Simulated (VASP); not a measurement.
# CdS (F-43m) in VASP: further runs, part 2 of 2

VASP 6.6.1.

### 3 Single point, PBE

The input, INCAR:

```
ALGO = Normal
EDIFF = 1E-6
ENCUT = 500
GGA = PE
GGA_COMPAT = False
ISIF = 2
ISMEAR = 0
LASPH = True
LCHARG = False
LREAL = False
LWAVE = False
NBANDS = 16
NELM = 120
PREC = Accurate
SIGMA = 0.01
```

The input, KPOINTS:

```
k-points
0
Gamma
  4 4 4
```

The input, POSCAR:

```
CdS
1.0
    0.0000000000      2.9392138883      2.9392138883
    2.9392138883      0.0000000000      2.9392138883
    2.9392138883      2.9392138883      0.0000000000
Cd S
1 1
Direct
    0.0000000000      0.0000000000      0.0000000000
    0.2500000000      0.2500000000      0.2500000000
```

Potentials or basis: VASP PAW PBE potentials, release 64 (Cd, S).

Run with:

```console
> cat potpaw_PBE.64/Cd/POTCAR potpaw_PBE.64/S/POTCAR > POTCAR
> mpirun -np 1 vasp_std > vasp.out
```

OUTCAR:

```text
EDIFF = 1E-6
   ENCUT = 500
   GGA = PE
   ISIF = 2
   ISMEAR = 0
   LASPH = True
   LREAL = False
   NELM = 120
   PREC = Accurate

 ion  position               nearest neighbor table
   1  0.000  0.000  0.000-   2 2.55   2 2.55   2 2.55   2 2.55
   2  0.250  0.250  0.250-   1 2.55   1 2.55   1 2.55   1 2.55

  LATTYP: Found a face centered cubic cell.
 ALAT       =     5.8784277766

  Lattice vectors:

 A1 = (   0.0000000000,   2.9392138883,   2.9392138883)
 A2 = (   2.9392138883,   0.0000000000,   2.9392138883)
 A3 = (   2.9392138883,   2.9392138883,   0.0000000000)

Analysis of symmetry for initial positions (statically):
=====================================================================
 Subroutine PRICEL returns:
 Original cell was already a primitive cell.

 Routine SETGRP: Setting up the symmetry group for a
 face centered cubic supercell.

 Subroutine GETGRP returns: Found 24 space group operations
 (whereof 24 operations were pure point group operations)
 out of a pool of 48 trial point group operations.

The static configuration has the point symmetry T_d .

Analysis of symmetry for dynamics (positions and initial velocities):
=====================================================================
 Subroutine PRICEL returns:
 Original cell was already a primitive cell.

 Routine SETGRP: Setting up the symmetry group for a
 face centered cubic supercell.

 Subroutine GETGRP returns: Found 24 space group operations
 (whereof 24 operations were pure point group operations)
 out of a pool of 48 trial point group operations.

The dynamic configuration has the point symmetry T_d .

 Subroutine INISYM returns: Found 24 space group operations
 (whereof 24 operations are pure point group operations),
 and found     1 'primitive' translations

----------------------------------------------------------------------------------------

                                     Primitive cell

  volume of cell :      50.7836

  direct lattice vectors                    reciprocal lattice vectors
     0.000000000  2.939213888  2.939213888    -0.170113513  0.170113513  0.170113513
     2.939213888  0.000000000  2.939213888     0.170113513 -0.170113513  0.170113513
     2.939213888  2.939213888  0.000000000     0.170113513  0.170113513 -0.170113513

  length of vectors
     4.156676144  4.156676144  4.156676144     0.294645248  0.294645248  0.294645248

  position of ions in fractional coordinates (direct lattice)
     0.000000000  0.000000000  0.000000000
     0.250000000  0.250000000  0.250000000

  ion indices of the primitive-cell ions
   primitive index   ion index
                 1           1
                 2           2

----------------------------------------------------------------------------------------

 KPOINTS: k-points

Automatic generation of k-mesh.
 Grid dimensions read from file:
 generate k-points for:    4    4    4

 Generating k-lattice:

  Cartesian coordinates                     Fractional coordinates (reciprocal lattice)
    -0.042528378  0.042528378  0.042528378     0.250000000  0.000000000  0.000000000
     0.042528378 -0.042528378  0.042528378     0.000000000  0.250000000  0.000000000
     0.042528378  0.042528378 -0.042528378     0.000000000  0.000000000  0.250000000

  Length of vectors
     0.073661312  0.073661312  0.073661312

  Shift w.r.t. Gamma in fractional coordinates (k-lattice)
     0.000000000  0.000000000  0.000000000

 Subroutine IBZKPT returns following result:
 ===========================================

 Found      8 irreducible k-points:

 Following reciprocal coordinates:
            Coordinates               Weight
  0.000000  0.000000  0.000000      1.000000
  0.250000  0.000000  0.000000      8.000000
  0.500000  0.000000  0.000000      4.000000
  0.250000  0.250000  0.000000      6.000000
  0.500000  0.250000  0.000000     24.000000
 -0.250000  0.250000  0.000000     12.000000
  0.500000  0.500000  0.000000      3.000000
 -0.250000  0.500000  0.250000      6.000000
   k-points           NKPTS =      8   k-points in BZ     NKDIM =      8   number of bands    NBANDS=     16
   number of dos      NEDOS =    301   number of ions     NIONS =      2
   total plane-waves  NPLWV =  27000
   dimension x,y,z NGX =    30 NGY =   30 NGZ =   30
   dimension x,y,z NGXF=    60 NGYF=   60 NGZF=   60
   ions per type =               1   1
   NGX,Y,Z   is equivalent  to a cutoff of  12.00, 12.00, 12.00 a.u.
   NGXF,Y,Z  is equivalent  to a cutoff of  24.00, 24.00, 24.00 a.u.
 SYSTEM =  unknown system
   PREC   = accura    normal or accurate (medium, high low for compatibility)
   ISTART =      0    job   : 0-new  1-cont  2-samecut
   ICHARG =      2    charge: 1-file 2-atom 10-const
   ISPIN  =      1    spin polarized calculation?
   LNONCOLLINEAR =      F non collinear calculations
   LSORBIT =      F    spin-orbit coupling
   LASPH  =      T    aspherical Exc in radial PAW
   ENCUT  =  500.0 eV  36.75 Ry    6.06 a.u.   7.58  7.58  7.58*2*pi/ulx,y,z
   NELM   =    120;   NELMIN=  2; NELMDL= -5     # of ELM steps
   EDIFF  = 0.1E-05   stopping-criterion for ELM
   LREAL  =      F    real-space projection
   EDIFFG = 0.1E-04   stopping-criterion for IOM
   NSW    =      0    number of steps for IOM
   IBRION =     -1    ionic relax: 0-MD 1-quasi-New 2-CG
   NFREE  =      0    steps in history (QN), initial steepest desc. (CG)
   ISIF   =      2    stress and relaxation
   ISYM   =      2    0-nonsym 1-usesym 2-fastsym
   POTIM  = 0.5000    time-step for ionic-motion
   TEBEG  =    0.0;   TEEND  =   0.0 temperature during run
   PSTRESS=    0.0 pullay stress
   NELECT =      18.0000    total number of electrons
   NUPDOWN=      -1.0000    fix difference up-down
   EMIN   =  10.00;   EMAX   =-10.00  energy-range for DOS
   EFERMI =   0.00;   METHOD = LEGACY
   ISMEAR =     0;   SIGMA  =   0.01  broadening in eV -4-tet -1-fermi 0-gaus
   EFERMI_NEDOS =   21; number of points for ismear=-14 and -15
   IALGO  =     38    algorithm
   IMIX   =      4    mixing-type and parameters
     AMIX     =   0.40;   BMIX     =  1.00
     AMIX_MAG =   1.60;   BMIX_MAG =  1.00
  volume/ion in A,a.u.               =      25.39       171.35
  Fermi-wavevector in a.u.,A,eV,Ry     =   1.158576  2.189391 18.263073  1.342298
  Thomas-Fermi vector in A             =   2.295177
   LORBIT       =      0    0 simple, 1 ext, 2 COOP (PROOUT), +10 PAW based schemes
   GGA     = PE    functional components
   LHFCALC =     F    Hartree Fock is set to
   AEXX    =    0.0000 exact exchange contribution
   IVDW    =     0    specifies the selected vdW correction
   LEPSILON=     F    determine dielectric tensor
   LRPA    =     F    only Hartree local field effects (RPA)
 non-spin polarized calculation
 Gauss-broadening in eV      SIGMA  =   0.01
  energy-cutoff  :      500.00
  volume of cell :       50.78
 maximum number of plane-waves:      1308
   NGX = 15   NGY = 15   NGZ = 15

 number of electron      17.9999992 magnetization

 Free energy of the ion-electron system (eV)
  ---------------------------------------------------
  ext. energy  EPLUGINS =         0.00000000
  ---------------------------------------------------
  free energy    TOTEN  =        -6.10696081 eV

  energy without entropy =       -6.10696081  energy(sigma->0) =       -6.10696081

 E-fermi :   1.2499     XC(G=0):  -9.0319

 val. band max:        1.1405427723   @ k =   0.0000   0.0000   0.0000
 cond. band min:       2.2271814706   @ k =   0.0000   0.0000   0.0000
 fundamental gap:      1.0866386983
 Fermi energy:         1.2499213505

 k-point     1 :       0.0000    0.0000    0.0000
  band No.  band energies     occupation
      1     -11.0867      2.00000
      2      -6.5277      2.00000
      3      -6.5277      2.00000
      4      -6.5277      2.00000
      5      -6.0815      2.00000
      6      -6.0815      2.00000
[... 8 lines left out ...]
     15      12.5735      0.00000
     16      12.5735      0.00000
[... 115 lines left out ...]
 k-point     8 :      -0.2500    0.5000    0.2500
  band No.  band energies     occupation
      1     -10.5587      2.00000
      2      -6.3077      2.00000
      3      -6.2930      2.00000
      4      -6.1177      2.00000
      5      -6.0730      2.00000
      6      -5.4852      2.00000
[... 8 lines left out ...]
     15      14.2640      0.00000
     16      14.3834      0.00000

------------------------ aborting loop because EDIFF is reached ----------------------------------------

  FORCE on cell =-STRESS in cart. coord.  units (eV):
  Direction    XX          YY          ZZ          XY          YZ          ZX
  --------------------------------------------------------------------------------------
  -------------------------------------------------------------------------------------
  Total        0.5865930      0.5865930      0.5865930      0.0000000     -0.0000000      0.0000000
  in kB       18.5064844     18.5064844     18.5064844      0.0000000     -0.0000000      0.0000000
  external PRESSURE =      18.5064844 kB  Pullay stress =       0.0000000 kB

 VOLUME and BASIS-vectors are now :
 -----------------------------------------------------------------------------
  energy-cutoff  :      500.00
  volume of cell :       50.78
      direct lattice vectors                 reciprocal lattice vectors
     0.000000000  2.939213888  2.939213888    -0.170113513  0.170113513  0.170113513
     2.939213888  0.000000000  2.939213888     0.170113513 -0.170113513  0.170113513
     2.939213888  2.939213888  0.000000000     0.170113513  0.170113513 -0.170113513

 POSITION                                       TOTAL-FORCE (eV/Angst)
 -----------------------------------------------------------------------------------
      0.00000      0.00000      0.00000        -0.000000      0.000000      0.000000
      1.46961      1.46961      1.46961         0.000000     -0.000000     -0.000000
 -----------------------------------------------------------------------------------
    total drift:                                0.000000      0.000000     -0.000000

  FREE ENERGIE OF THE ION-ELECTRON SYSTEM (eV)
  ---------------------------------------------------
  free  energy   TOTEN  =        -6.1069608060 eV

  energy  without entropy=       -6.1069608060  energy(sigma->0) =       -6.10696081
```

OSZICAR:

```text
N       E                     dE             d eps       ncg     rms          rms(c)
DAV:   1     0.111346415458E+03    0.11135E+03   -0.89160E+03   264   0.994E+02
DAV:   2    -0.230695229912E+01   -0.11365E+03   -0.10783E+03   296   0.258E+02
DAV:   3    -0.664345946283E+01   -0.43365E+01   -0.43269E+01   344   0.523E+01
DAV:   4    -0.666938390164E+01   -0.25924E-01   -0.25922E-01   296   0.385E+00
DAV:   5    -0.666973457111E+01   -0.35067E-03   -0.35067E-03   320   0.429E-01    0.771E+00
DAV:   6    -0.612641695230E+01    0.54332E+00   -0.84932E-01   360   0.114E+01    0.628E+00
DAV:   7    -0.610625989557E+01    0.20157E-01   -0.20148E-01   320   0.305E+00    0.308E+00
DAV:   8    -0.610678586831E+01   -0.52597E-03   -0.18766E-02   272   0.171E+00    0.297E-01
DAV:   9    -0.610673972271E+01    0.46146E-04   -0.23201E-03   304   0.696E-01    0.607E-02
DAV:  10    -0.610687321024E+01   -0.13349E-03   -0.27075E-04   288   0.172E-01    0.718E-02
DAV:  11    -0.610696984091E+01   -0.96631E-04   -0.16257E-04   256   0.100E-01    0.257E-02
DAV:  12    -0.610695970845E+01    0.10132E-04   -0.29368E-05   344   0.700E-02    0.108E-02
DAV:  13    -0.610696106036E+01   -0.13519E-05   -0.43498E-06   280   0.121E-02    0.853E-03
DAV:  14    -0.610696080599E+01    0.25438E-06   -0.31847E-07   248   0.370E-03
   1 F= -.61069608E+01 E0= -.61069608E+01  d E =-.291506E-55
```

Run time: 12 s. Hardware: 1 thread of Intel Xeon 8259CL, shared host; peak memory 0.16 GiB.

What came out:

```yaml
Free_energy: -6.1070 eV
Pressure: 1.9 GPa
Band_gap_on_the_k_mesh: 1.09 eV
```

Caveat: the k points lie up to 0.46 Å⁻¹ apart.

### 4 Single point, PBE

The input, INCAR:

```
SYSTEM = CdS
PREC = Accurate ; ENCUT = 500
EDIFF = 1E-6 ; ISMEAR = 0
SIGMA = 0.01 ; LREAL = .FALSE.
LASPH = .TRUE. ; NELM = 120
ALGO = Normal ; ISIF = 2
LWAVE = .FALSE. ; LCHARG = .FALSE.
GGA = PE ; NBANDS = 16
GGA_COMPAT = .FALSE.
```

The input, KPOINTS:

```
regular mesh
0
G
  5 5 5
  0 0 0
```

POSCAR is that of step 3.

Run with:

```console
> cat potpaw_PBE.64/Cd/POTCAR potpaw_PBE.64/S/POTCAR > POTCAR
> mpirun -np 1 vasp_std > vasp.out
```

Wall time 16 s (1 thread of Intel Xeon 8259CL, shared host); peak memory 0.16 GiB.

It converged, with:

| Property | Result |
| --- | --- |
| Free energy | -6.1312 eV |
| Pressure | 1.7 GPa |
| Band gap on the k mesh | 1.09 eV |

Levels at points of the mesh, in eV from the valence-band top:
```csv
k point,band 6,band 7,band 8,band 9,band 10,band 11,band 12,band 13
"(0.00, 0.00, 0.00)",-7.21,0.00,0.00,0.00,1.09,6.55,6.55,6.55
```

### 5 Single point, PBE

The input, INCAR:

```
SYSTEM = CdS
PREC = Accurate
ENCUT = 500
EDIFF = 1E-6
ISMEAR = 1
SIGMA = 0.16
LREAL = .False.
LASPH = .True.
NELM = 120
ALGO = Normal
ISIF = 2
LWAVE = .False.
LCHARG = .False.
GGA = PE
NBANDS = 16
GGA_COMPAT = .False.
```

The input, KPOINTS:

```
Automatic mesh
0
Gamma
  6 6 6
  0 0 0
```

POSCAR is that of step 4.

Run with:

```console
> cat potpaw_PBE.64/Cd/POTCAR potpaw_PBE.64/S/POTCAR > POTCAR
> mpirun -np 1 vasp_std > vasp.out
```

Run time: 23 s. Hardware: 1 thread of Intel Xeon 8259CL, shared host; peak memory 0.17 GiB.

Results (log left out):

```
Free energy            : -6.1368 eV
Pressure               : 1.7 GPa
Band gap on the k mesh : 1.10 eV
```

Levels at points of the mesh, in eV from the valence-band top:
| k point | band 6 | band 7 | band 8 | band 9 | band 10 | band 11 | band 12 | band 13 |
| --- | --- | --- | --- | --- | --- | --- | --- | --- |
| (0.00, 0.00, 0.00) | -7.20 | 0.00 | 0.00 | 0.00 | 1.10 | 6.55 | 6.55 | 6.55 |
| (0.50, 0.00, 0.00) | -6.84 | -4.26 | -0.72 | -0.72 | 2.98 | 7.01 | 7.01 | 7.41 |
| (0.50, 0.50, 0.00) | -6.78 | -3.85 | -1.80 | -1.80 | 3.59 | 4.32 | 9.14 | 10.64 |

A hybrid or GW would open this gap; PBE tends to underestimate it.

### 6 Summary

| k mesh | smearing | gap on the mesh (eV) | pressure (GPa) |
| --- | --- | --- | --- |
| 2 × 2 × 2 | gaussian 0.01 eV | 0.94 | 4.9 |
| 4 × 4 × 4 | gaussian 0.01 eV | 1.09 | 1.9 |
| 5 × 5 × 5 | gaussian 0.01 eV | 1.09 | 1.7 |
| 6 × 6 × 6 | methfessel-paxton 0.16 eV | 1.10 | 1.7 |

Alike in all rows: task single point; level PBE; potentials or basis VASP PAW PBE potentials, release 64 (Cd, S); no spin polarisation; cell as given; cutoff (eV) 500.

Caveats: some runs use coarse meshes.

Total energies depend on the potentials used, so only differences within one code and one set of settings carry meaning.
